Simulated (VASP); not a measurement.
# Si15C (P1) in VASP: notebook

The runs below take Si15C through single point, with r2SCAN, PBEsol.

All numbers are computed with VASP 6.6.1; they aren't measurements. Logs are shortened: lines on timing, memory, paths and dates and some standing lists are left out, and cuts for length are marked.

### 1 The cell of the first run

The typed cell holds 64 atoms: a = 10.618 Å, b = 10.618 Å, c = 10.618 Å, α = 90.00°, β = 90.00°, γ = 90.00°.

### 2 Single point, r2SCAN

POSCAR

```
Si15C
1.0
   10.6184900000      0.0000000000      0.0000000000
    0.0000000000     10.6184900000      0.0000000000
    0.0000000000      0.0000000000     10.6184900000
Si C
60 4
Direct
    0.0250200000      0.0127550000      0.0252620000
    0.0275800000      0.9846010000      0.4694180000
    0.0018070000      0.5022560000      0.0020590000
    0.0013570000      0.4984310000      0.4963460000
    0.4691390000      0.9846730000      0.0278380000
    0.4937380000      0.0023420000      0.4939940000
    0.4961060000      0.4984730000      0.0016260000
    0.4973270000      0.5066390000      0.4975720000
    0.1245300000      0.1189150000      0.6168880000
    0.1288610000      0.6344880000      0.1291290000
    0.1267820000      0.6347520000      0.6148100000
    0.6166630000      0.1189430000      0.1247680000
    0.6251430000      0.1253490000      0.6253780000
    0.6145170000      0.6348120000      0.1270970000
    0.6249830000      0.6272350000      0.6252610000
    0.2342120000      0.2195870000      0.0277390000
    0.2520140000      0.2440100000      0.4939070000
    0.2622880000      0.7754560000      0.0253620000
    0.2342810000      0.7778350000      0.4694780000
    0.7480850000      0.2465100000      0.0015720000
    0.7563630000      0.2476160000      0.4975300000
    0.7518590000      0.7521970000      0.0021070000
    0.7481270000      0.7516810000      0.4964030000
    0.3685590000      0.3669950000      0.1247670000
    0.3749830000      0.3754200000      0.6253440000
    0.3685880000      0.8748520000      0.6169290000
    0.8844090000      0.3649320000      0.1270090000
    0.8768660000      0.3753590000      0.6252210000
    0.8841410000      0.8792530000      0.1291140000
    0.8844670000      0.8771520000      0.6147870000
    0.2489340000      0.9992750000      0.7487900000
    0.2489320000      0.4989010000      0.2491780000
    0.2493500000      0.5051530000      0.7550580000
    0.7485390000      0.9992830000      0.2491750000
    0.7548290000      0.9996610000      0.7550690000
    0.7548140000      0.5051650000      0.2495920000
    0.7490310000      0.4993900000      0.7492870000
    0.3522380000      0.1024660000      0.3524380000
    0.3680840000      0.1184680000      0.8857840000
    0.3681100000      0.6358410000      0.3683950000
    0.3735130000      0.6362580000      0.8861600000
    0.8855690000      0.1184410000      0.3683240000
    0.8858670000      0.1239520000      0.8861030000
    0.8859020000      0.6362410000      0.3737900000
    0.8742300000      0.6246480000      0.8745140000
    0.0275190000      0.2195720000      0.2344420000
    0.0013450000      0.2464830000      0.7483080000
    0.0250750000      0.7754260000      0.2625820000
    0.0018270000      0.7521820000      0.7521300000
    0.4936940000      0.2440410000      0.2522580000
    0.4973010000      0.2476410000      0.7565810000
    0.4691550000      0.7778990000      0.2346140000
    0.4961460000      0.7517080000      0.7483960000
    0.1245230000      0.3669820000      0.3687960000
    0.1267520000      0.3649350000      0.8846400000
    0.1288550000      0.8792500000      0.8843880000
    0.6251300000      0.3754300000      0.3752400000
    0.6249560000      0.3753820000      0.8771270000
    0.6166890000      0.8748720000      0.3688520000
    0.6145260000      0.8771990000      0.8847420000
    0.1453250000      0.0946080000      0.1455230000
    0.3441050000      0.8957770000      0.1457410000
    0.2391070000      0.9892220000      0.2392350000
    0.1454430000      0.8956610000      0.3444560000
```

INCAR.step1

```
SYSTEM = Si15C
PREC     = Accurate       ! precision mode
ENCUT    = 520            ! plane-wave cutoff, eV
ISMEAR   = -1             ! smearing method
SIGMA    = 0.05           ! smearing width, eV
LREAL    = Auto         
LASPH    = .True.         ! aspherical terms in the spheres
NELM     = 80             ! most SCF steps
NBANDS   = 166            ! bands
GGA      = PE             ! functional
ALGO     = Normal         ! electronic algorithm
EDIFF    = 1E-4           ! SCF threshold, eV
LWAVE    = .True.         ! write WAVECAR
LCHARG   = .False.        ! write CHGCAR
```

INCAR.step2

```
SYSTEM = Si15C
PREC     = Accurate       ! precision mode
ENCUT    = 520            ! plane-wave cutoff, eV
EDIFF    = 1E-6           ! SCF threshold, eV
ISMEAR   = -1             ! smearing method
SIGMA    = 0.05           ! smearing width, eV
LREAL    = Auto         
LASPH    = .True.         ! aspherical terms in the spheres
NELM     = 80             ! most SCF steps
ALGO     = Normal         ! electronic algorithm
ISIF     = 2              ! what is computed and relaxed
LWAVE    = .False.        ! write WAVECAR
LCHARG   = .False.        ! write CHGCAR
METAGGA  = R2SCAN         ! meta-GGA
LMIXTAU  = .True.       
NBANDS   = 166            ! bands
ISTART   = 1
```

KPOINTS

```
regular mesh
0
Gamma
  1 1 1
  0 0 0
```

Potentials or basis: VASP PAW PBE potentials, release 64 (Si, C).

Command:

```sh
cat potpaw_PBE.64/Si/POTCAR potpaw_PBE.64/C/POTCAR > POTCAR
cp INCAR.step1 INCAR
mpirun -np 1 vasp_gam > vasp.out
cp INCAR.step2 INCAR
mpirun -np 1 vasp_gam > vasp.out
```

OUTCAR:

```text
SYSTEM = Si15C
   PREC = Accurate
   ENCUT = 520
   EDIFF = 1E-6
   ISMEAR = -1
   LREAL = Auto
   LASPH = .True.
   NELM = 80
   ISIF = 2
   METAGGA = R2SCAN
   ISTART = 1

 ion  position               nearest neighbor table
   1  0.025  0.013  0.025-  61 2.00  56 2.34  29 2.34  43 2.40  46 3.12  16 3.12
   2  0.028  0.985  0.469-  64 2.05  42 2.33   9 2.35  30 2.45  19 3.10  48 3.12
   3  0.002  0.502  0.002-  45 2.31  27 2.33  55 2.33  10 2.37
   4  0.001  0.498  0.496-  28 2.31  44 2.31  11 2.33  54 2.34
   5  0.469  0.985  0.028-  62 2.05  39 2.33  12 2.35  60 2.45  52 3.11  18 3.12
   6  0.494  0.002  0.494-  59 2.30  26 2.30  13 2.37  38 2.38
   7  0.496  0.498  0.002-  58 2.31  41 2.31  14 2.33  24 2.34
   8  0.497  0.507  0.498-  15 2.31  25 2.34  57 2.34  40 2.38
   9  0.125  0.119  0.617-  17 2.30  31 2.31  47 2.34   2 2.35
  10  0.129  0.634  0.129-  32 2.31  18 2.34  48 2.34   3 2.37
  11  0.127  0.635  0.615-  49 2.33   4 2.33  33 2.41  19 2.45
  12  0.617  0.119  0.125-  50 2.30  34 2.31  20 2.34   5 2.35
  13  0.625  0.125  0.625-  21 2.34  51 2.34  35 2.36   6 2.37
  14  0.615  0.635  0.127-  22 2.33   7 2.33  36 2.41  52 2.45
  15  0.625  0.627  0.625-  37 2.30   8 2.31  53 2.31  23 2.31
  16  0.234  0.220  0.028-  61 2.05  39 2.33  24 2.36  55 2.45  46 3.10   1 3.12
  17  0.252  0.244  0.494-   9 2.30  54 2.30  25 2.37  38 2.38
[... 33 lines left out ...]
  51  0.497  0.248  0.757-  58 2.31  25 2.34  13 2.34  39 2.38
  52  0.469  0.778  0.235-  62 2.05  40 2.33  59 2.36  14 2.45   5 3.11  18 3.12
  53  0.496  0.752  0.748-  15 2.31  41 2.31  60 2.33  26 2.34
  54  0.125  0.367  0.369-  17 2.30  32 2.31   4 2.34  46 2.36
  55  0.127  0.365  0.885-   3 2.33  47 2.33  33 2.41  16 2.45
  56  0.129  0.879  0.884-  31 2.31   1 2.34  18 2.34  49 2.37
  57  0.625  0.375  0.375-  21 2.34   8 2.34  36 2.36  50 2.37
  58  0.625  0.375  0.877-  37 2.30  51 2.31   7 2.31  20 2.31
  59  0.617  0.875  0.369-   6 2.30  34 2.31  23 2.34  52 2.36
  60  0.615  0.877  0.885-  22 2.33  53 2.33  35 2.41   5 2.45
  61  0.145  0.095  0.146-  63 1.80   1 2.00  16 2.05  46 2.05
  62  0.344  0.896  0.146-  63 1.79  18 2.01  52 2.05   5 2.05
  63  0.239  0.989  0.239-  62 1.79  64 1.80  61 1.80  38 2.08
  64  0.145  0.896  0.344-  63 1.80  48 2.00  19 2.05   2 2.05

  LATTYP: Found a simple cubic cell.
 ALAT       =    10.6184900000

  Lattice vectors:

 A1 = (  10.6184900000,   0.0000000000,   0.0000000000)
 A2 = (   0.0000000000,  10.6184900000,   0.0000000000)
 A3 = (   0.0000000000,   0.0000000000,  10.6184900000)

Analysis of symmetry for initial positions (statically):
=====================================================================
 Subroutine PRICEL returns:
 Original cell was already a primitive cell.

 Routine SETGRP: Setting up the symmetry group for a
 simple cubic supercell.

 Subroutine GETGRP returns: Found  1 space group operations
 (whereof  1 operations were pure point group operations)
 out of a pool of 48 trial point group operations.

The static configuration has the point symmetry C_1 .

Analysis of symmetry for dynamics (positions and initial velocities):
=====================================================================
 Subroutine PRICEL returns:
 Original cell was already a primitive cell.

 Routine SETGRP: Setting up the symmetry group for a
 simple cubic supercell.

 Subroutine GETGRP returns: Found  1 space group operations
 (whereof  1 operations were pure point group operations)
 out of a pool of 48 trial point group operations.

The dynamic configuration has the point symmetry C_1 .

 Subroutine INISYM returns: Found  1 space group operations
[... 167 lines left out ...]

  Shift w.r.t. Gamma in fractional coordinates (k-lattice)
     0.000000000  0.000000000  0.000000000

 Subroutine IBZKPT returns following result:
 ===========================================

 Found      1 irreducible k-points:

 Following reciprocal coordinates:
            Coordinates               Weight
  0.000000  0.000000  0.000000      1.000000
   k-points           NKPTS =      1   k-points in BZ     NKDIM =      1   number of bands    NBANDS=    166
   number of dos      NEDOS =    301   number of ions     NIONS =     64
   total plane-waves  NPLWV = 512000
   dimension x,y,z NGX =    80 NGY =   80 NGZ =   80
   dimension x,y,z NGXF=   160 NGYF=  160 NGZF=  160
   ions per type =              60   4
   NGX,Y,Z   is equivalent  to a cutoff of  12.53, 12.53, 12.53 a.u.
   NGXF,Y,Z  is equivalent  to a cutoff of  25.05, 25.05, 25.05 a.u.
 SYSTEM =  Si15C
   PREC   = accura    normal or accurate (medium, high low for compatibility)
   ISTART =      1    job   : 0-new  1-cont  2-samecut
   ICHARG =      0    charge: 1-file 2-atom 10-const
   ISPIN  =      1    spin polarized calculation?
   LNONCOLLINEAR =      F non collinear calculations
   LSORBIT =      F    spin-orbit coupling
   LASPH  =      T    aspherical Exc in radial PAW
   ENCUT  =  520.0 eV  38.22 Ry    6.18 a.u.  19.74 19.74 19.74*2*pi/ulx,y,z
   NELM   =     80;   NELMIN=  2; NELMDL=  0     # of ELM steps
   EDIFF  = 0.1E-05   stopping-criterion for ELM
   LREAL  =      T    real-space projection
   EDIFFG = 0.1E-04   stopping-criterion for IOM
   NSW    =      0    number of steps for IOM
   IBRION =     -1    ionic relax: 0-MD 1-quasi-New 2-CG
   NFREE  =      0    steps in history (QN), initial steepest desc. (CG)
   ISIF   =      2    stress and relaxation
   ISYM   =      2    0-nonsym 1-usesym 2-fastsym
   POTIM  = 0.5000    time-step for ionic-motion
   TEBEG  =    0.0;   TEEND  =   0.0 temperature during run
   PSTRESS=    0.0 pullay stress
   NELECT =     256.0000    total number of electrons
   NUPDOWN=      -1.0000    fix difference up-down
   EMIN   =  10.00;   EMAX   =-10.00  energy-range for DOS
   EFERMI =   0.00;   METHOD = LEGACY
   ISMEAR =    -1;   SIGMA  =   0.05  broadening in eV -4-tet -1-fermi 0-gaus
   EFERMI_NEDOS =   21; number of points for ismear=-14 and -15
   IALGO  =     38    algorithm
   IMIX   =      4    mixing-type and parameters
     AMIX     =   0.40;   BMIX     =  1.00
     AMIX_MAG =   1.60;   BMIX_MAG =  1.00
  volume/ion in A,a.u.               =      18.71       126.24
  Fermi-wavevector in a.u.,A,eV,Ry     =   0.978946  1.849940 13.038942  0.958335
  Thomas-Fermi vector in A             =   2.109761
   LORBIT       =      0    0 simple, 1 ext, 2 COOP (PROOUT), +10 PAW based schemes
   METAGGA = R2SCAN    functional components
   LHFCALC =     F    Hartree Fock is set to
   AEXX    =    0.0000 exact exchange contribution
   IVDW    =     0    specifies the selected vdW correction
   LEPSILON=     F    determine dielectric tensor
   LRPA    =     F    only Hartree local field effects (RPA)
 non-spin polarized calculation
  energy-cutoff  :      520.00
  volume of cell :     1197.26
 maximum number of plane-waves:     16116
 NGX is ok and might be reduce to    80
   NGX = 39   NGY = 39   NGZ = 39

 number of electron     256.0000001 magnetization

 Free energy of the ion-electron system (eV)
  ---------------------------------------------------
  ext. energy  EPLUGINS =         0.00000000
  ---------------------------------------------------
  free energy    TOTEN  =      -549.34161587 eV

  energy without entropy =     -549.29518544  energy(sigma->0) =     -549.31840065

 E-fermi :   6.3916     XC(G=0): -10.0407

 val. band max:        6.2011105754   @ k =   0.0000   0.0000   0.0000
 cond. band min:       6.5459514079   @ k =   0.0000   0.0000   0.0000
 fundamental gap:      0.3448408325
 Fermi energy:         6.3916081115

 k-point     1 :       0.0000    0.0000    0.0000
  band No.  band energies     occupation
      1      -9.0778      2.00000
      2      -7.1163      2.00000
      3      -7.1157      2.00000
      4      -6.4528      2.00000
      5      -5.5553      2.00000
      6      -5.3623      2.00000
[... 132 lines left out ...]
    139       7.5445      0.00000
    140       7.6269      0.00000
 [bands above 140 left out]

------------------------ aborting loop because EDIFF is reached ----------------------------------------

  FORCE on cell =-STRESS in cart. coord.  units (eV):
  Direction    XX          YY          ZZ          XY          YZ          ZX
  --------------------------------------------------------------------------------------
  -------------------------------------------------------------------------------------
  Total        6.4958917      6.4987087      6.4928933      0.0340845      0.0354242      0.0351630
  in kB        8.6928277      8.6965975      8.6888152      0.0456120      0.0474048      0.0470553
  external PRESSURE =       8.6927468 kB  Pullay stress =       0.0000000 kB

 VOLUME and BASIS-vectors are now :
 -----------------------------------------------------------------------------
  energy-cutoff  :      520.00
  volume of cell :     1197.26
      direct lattice vectors                 reciprocal lattice vectors
    10.618490000  0.000000000  0.000000000     0.094175349  0.000000000  0.000000000
     0.000000000 10.618490000  0.000000000     0.000000000  0.094175349  0.000000000
     0.000000000  0.000000000 10.618490000     0.000000000  0.000000000  0.094175349

 POSITION                                       TOTAL-FORCE (eV/Angst)
 -----------------------------------------------------------------------------------
      0.26567      0.13544      0.26824        -0.053594     -0.166699     -0.054810
      0.29286     10.45498      4.98451        -0.066808      0.126424      0.067411
      0.01919      5.33320      0.02186        -0.012901     -0.040406     -0.012310
      0.01441      5.29258      5.27045        -0.012917      0.009963      0.016082
      4.98155     10.45574      0.29560         0.069378      0.123245     -0.065421
      5.24275      0.02487      5.24547         0.020434     -0.089864      0.021213
[... 56 lines left out ...]
      2.53896     10.50404      2.54031         0.122052      0.125480      0.123354
      1.54439      9.51057      3.65760        -0.248342     -0.246185      0.164772
 -----------------------------------------------------------------------------------
    total drift:                                0.004498     -0.005358     -0.000497

  FREE ENERGIE OF THE ION-ELECTRON SYSTEM (eV)
  ---------------------------------------------------
  free  energy   TOTEN  =      -549.3416158656 eV

  energy  without entropy=     -549.2951854430  energy(sigma->0) =     -549.31840065
```

Wall time 34 min (1 thread of Intel Xeon 8259CL, shared host); peak memory 1.1 GiB.

Results:

```
Free energy   : -549.3416 eV
Pressure      : 0.9 GPa
Largest force : 0.391 eV/Å
```

Forces on the atoms (eV/Å):
```
Si  -0.054 -0.167 -0.055
Si  -0.067  0.126  0.067
Si  -0.013 -0.040 -0.012
Si  -0.013  0.010  0.016
Si   0.069  0.123 -0.065
Si   0.020 -0.090  0.021
Si   0.015  0.012 -0.013
Si   0.029 -0.012  0.028
Si   0.119 -0.004 -0.004
Si   0.058  0.004  0.058
Si  -0.040 -0.049  0.066
Si  -0.004 -0.004  0.119
Si   0.000 -0.057  0.001
Si   0.067 -0.051 -0.042
Si  -0.017 -0.057 -0.019
Si   0.130  0.068 -0.067
Si  -0.090  0.020  0.020
Si  -0.160 -0.053 -0.055
Si   0.128 -0.066  0.068
Si   0.007  0.015 -0.013
Si  -0.013  0.031  0.031
Si  -0.044 -0.011 -0.011
Si   0.009 -0.012  0.015
Si  -0.006 -0.004  0.119
Si  -0.057  0.002  0.001
Si  -0.005  0.118 -0.005
Si  -0.050  0.065 -0.039
Si  -0.055 -0.019 -0.018
Si   0.006  0.058  0.058
Si  -0.051 -0.042  0.066
Si   0.000  0.001  0.018
Si   0.000  0.016  0.001
Si   0.061  0.006  0.004
Si   0.019  0.001  0.001
Si   0.004  0.064  0.005
Si   0.003  0.006  0.062
Si   0.010  0.011  0.010
Si   0.129  0.135  0.132
Si  -0.045 -0.043  0.011
Si  -0.044  0.010 -0.043
Si   0.012 -0.030 -0.030
Si   0.012 -0.043 -0.044
Si  -0.032  0.008 -0.033
Si  -0.031 -0.032  0.010
Si   0.014  0.015  0.015
Si  -0.067  0.068  0.130
Si  -0.013  0.017  0.008
Si  -0.056 -0.055 -0.162
Si  -0.012 -0.013 -0.041
Si   0.021  0.022 -0.090
Si   0.029  0.030 -0.013
Si   0.071 -0.065  0.122
Si   0.014 -0.013  0.011
Si   0.119 -0.005 -0.006
Si  -0.038  0.065 -0.049
Si   0.057  0.058  0.005
Si   0.000  0.002 -0.056
Si  -0.018 -0.019 -0.056
Si  -0.004  0.119 -0.003
Si   0.067 -0.044 -0.051
C   -0.244  0.166 -0.244
C    0.168 -0.250 -0.250
C    0.122  0.125  0.123
C   -0.248 -0.246  0.165
```

Levels at points of the mesh, in eV from the Fermi level:
```csv
k point,band 126,band 127,band 128,band 129,band 130,band 131
"(0.00, 0.00, 0.00)",-0.26,-0.19,-0.19,0.15,0.30,0.30
```

Caveat: the k points lie up to 0.59 Å⁻¹ apart; the PAW data sets were made with another functional, which shifts forces and pressure a little.

### 3 Single point, PBEsol

INCAR

```
SYSTEM = Si15C
PREC = Accurate
ENCUT = 520
EDIFF = 1E-7
ISMEAR = -1
SIGMA = 0.05
LREAL = Auto
LASPH = .TRUE.
NELM = 60
ALGO = Normal
ISIF = 2
LWAVE = .FALSE.
LCHARG = .TRUE.
GGA = PS
LELF = .TRUE.
LVHAR = .TRUE.
NBANDS = 166
```

KPOINTS

```
Automatic mesh
0
Gamma
  1 1 1
  0.5 0.5 0.5
```

Edit POSCAR of step 2 so:

```diff
@@ -2,5 +2,5 @@
 1.0
-   10.6184900000      0.0000000000      0.0000000000
-    0.0000000000     10.6184900000      0.0000000000
-    0.0000000000      0.0000000000     10.6184900000
+   10.6184899221      0.0000000000      0.0000000000
+    0.0000000000     10.6184899221      0.0000000000
+    0.0000000000      0.0000000000     10.6184899221
 Si C
```

Potentials or basis: VASP PAW PBE potentials, release 64 (Si, C).

Command:

```sh
cat potpaw_PBE.64/Si/POTCAR potpaw_PBE.64/C/POTCAR > POTCAR
mpirun -np 1 vasp_std > vasp.out
```

It took 12 min on 1 thread of Intel Xeon 8259CL, shared host; peak memory 0.97 GiB.

Results (log left out):

| Property | Result |
| --- | --- |
| Free energy | -368.3942 eV |
| Pressure | 0.1 GPa |
| Largest force | 0.031 eV/Å |

Forces in eV/Å, atoms in the order of the input:
```
Si  -0.004 -0.008 -0.005
Si  -0.001 -0.012  0.010
Si   0.001  0.006  0.001
Si   0.003 -0.002  0.003
Si   0.012 -0.014  0.000
Si   0.005  0.015  0.006
Si   0.002 -0.001  0.002
Si  -0.002  0.005 -0.003
Si  -0.005  0.003  0.006
Si  -0.004 -0.007 -0.004
Si   0.009  0.002  0.002
Si   0.006  0.003 -0.005
Si  -0.003 -0.009 -0.002
Si   0.003  0.000  0.009
Si   0.000  0.000 -0.002
Si  -0.009  0.010 -0.001
Si   0.015  0.004  0.005
Si  -0.003 -0.003 -0.005
Si  -0.010  0.000  0.010
Si  -0.004  0.002  0.003
Si   0.005 -0.001 -0.001
Si   0.004  0.002  0.002
Si  -0.002  0.003  0.002
Si   0.001  0.006 -0.005
Si  -0.009 -0.002 -0.003
Si   0.002 -0.005  0.005
Si   0.001  0.001  0.011
Si   0.001 -0.001 -0.001
Si  -0.005 -0.004 -0.003
Si   0.001  0.009  0.001
Si  -0.001  0.000 -0.005
Si  -0.001 -0.007  0.000
Si  -0.006  0.004  0.002
Si  -0.004  0.000  0.000
Si   0.002 -0.002  0.003
Si   0.002  0.004 -0.005
Si  -0.004 -0.003 -0.004
Si  -0.020 -0.015 -0.018
Si   0.003  0.004 -0.010
Si   0.004 -0.011  0.005
Si  -0.008  0.000  0.000
Si  -0.010  0.004  0.004
Si  -0.001 -0.010 -0.003
Si  -0.001 -0.001 -0.009
Si   0.002  0.003  0.003
Si  -0.001  0.010 -0.009
Si   0.003  0.003 -0.003
Si  -0.006 -0.005 -0.004
Si   0.001  0.001  0.006
Si   0.006  0.006  0.015
Si  -0.002 -0.002  0.005
Si   0.013  0.000 -0.014
Si   0.001  0.003  0.000
Si  -0.005  0.006  0.001
Si   0.011  0.001  0.002
Si  -0.004 -0.004 -0.006
Si  -0.003 -0.001 -0.008
Si  -0.001 -0.001  0.001
Si   0.006 -0.005  0.003
Si   0.002  0.007  0.000
C    0.008 -0.004  0.008
C   -0.005  0.005  0.005
C    0.002  0.001  0.001
C    0.005  0.007 -0.007
```

Stress tensor (GPa, compression positive):
```
 0.13 -0.05 -0.05
-0.05  0.13 -0.05
-0.05 -0.05  0.13
```

Levels at points of the mesh, in eV from the Fermi level:
| k point | band 126 | band 127 | band 128 | band 129 | band 130 | band 131 |
| --- | --- | --- | --- | --- | --- | --- |
| (0.50, 0.50, 0.50) | -0.31 | -0.30 | -0.30 | 0.23 | 0.74 | 0.75 |

Caveat: the k points lie up to 0.59 Å⁻¹ apart; the PAW data sets were made with another functional, which shifts forces and pressure a little.
